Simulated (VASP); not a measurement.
In3SbAs2: single point with PBE

The system is In3SbAs2.

```xyz
6
Lattice="6.5551 0.0000 0.1032 0.0000 3.0073 0.0000 -2.9018 0.0000 7.7501" Properties=species:S:1:pos:R:3 pbc="T T T"
In    2.2975    0.1256    5.3863
In    1.3559    0.1256    2.4670
In    0.0000    1.6319    0.0000
Sb   -1.4509    0.1244    3.8750
As    3.9486    0.1240    1.2754
As   -0.2953    0.1240    6.5778
```

- Program: VASP 6.6.1
- Task: single point
- Functional: PBE
- Potentials or basis: VASP PAW PBE potentials, release 64 (In_d, Sb, As)
- Cutoff: 520 eV
- k mesh: 6 × 12 × 6
- Occupations: gaussian, width 0.1 eV
- Spin: no spin polarisation
- Dipole correction: no
- Further INCAR settings: ALGO = Normal; EDIFF = 1e-06; NBANDS = 36

- Pressure: 0.0 GPa
- Largest force: 0.009 eV/Å
- Band gap on the k mesh: zero (bands 27 and 28 overlap by 3.06 eV)

Forces in eV/Å, atoms in the order of the input:
```
In   0.005  0.000 -0.007
In  -0.005  0.000  0.007
In   0.000 -0.001  0.000
Sb   0.000  0.000  0.000
As   0.006  0.000  0.002
As  -0.006  0.000 -0.002
```

Levels at points of the mesh, in eV from the Fermi level:
| k point | band 24 | band 25 | band 26 | band 27 | band 28 | band 29 | band 30 | band 31 |
| --- | --- | --- | --- | --- | --- | --- | --- | --- |
| (0.00, 0.00, 0.00) | -2.75 | -0.95 | -0.77 | 0.80 | 1.31 | 3.15 | 3.84 | 3.98 |
| (0.50, 0.00, 0.00) | -1.94 | -1.92 | -1.41 | 1.22 | 1.27 | 2.31 | 2.62 | 3.32 |
| (0.00, 0.50, 0.00) | -2.51 | -2.10 | -2.04 | -1.19 | -1.00 | -0.60 | -0.55 | 1.34 |
| (0.50, 0.50, 0.00) | -3.07 | -2.46 | -2.12 | 0.18 | 0.44 | 1.31 | 1.42 | 1.53 |
| (0.00, 0.00, 0.50) | -3.42 | -2.55 | 1.19 | 1.20 | 1.98 | 3.28 | 3.62 | 4.05 |
| (0.50, 0.00, 0.50) | -2.38 | -2.20 | -0.79 | 0.26 | 1.42 | 1.49 | 3.26 | 4.27 |
| (0.00, 0.50, 0.50) | -2.55 | -1.99 | -1.79 | -1.43 | -0.59 | -0.57 | 0.54 | 1.54 |
| (0.50, 0.50, 0.50) | -1.92 | -1.85 | -1.03 | -0.80 | -0.77 | 0.12 | 0.34 | 0.75 |

It took 18 min on 1 thread of Intel Xeon 8259CL (shared host), peak memory 0.77 GiB.

Caveat: spin-orbit coupling is left out, which moves the levels of the heavy elements.
